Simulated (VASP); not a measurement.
Runs of VASP 6.6.1 on ZrN. The structure is that of space group Fm-3m (No. 225), or close to it. The cells are those of the table. 

| cell | gap on the mesh (eV) | pressure (GPa) |
| --- | --- | --- |
| a = 3.209 Å, angles 60.0°, 2 atoms | none | 10.3 |
| a = 3.274 Å, angles 60.0°, 2 atoms | none | -5.4 |
| a = 3.295 Å, angles 60.0°, 2 atoms | none | -9.6 |
| a = 3.231 Å, angles 60.0°, 2 atoms | none | (a) |

Alike in all rows: task single point; level PBE; potentials or basis VASP PAW PBE potentials, release 64 (Zr_sv, N); no spin polarisation; k mesh 10 × 10 × 10; cutoff (eV) 600; smearing fermi-dirac 0.05 eV.

**Question.** Fill in the values left out.

**Answer.** (a) 4.5.

A k mesh can miss the band edges, and the runs leave out spin-orbit coupling on Zr.

A gap of «none» marks levels without a gap at the run's occupations.
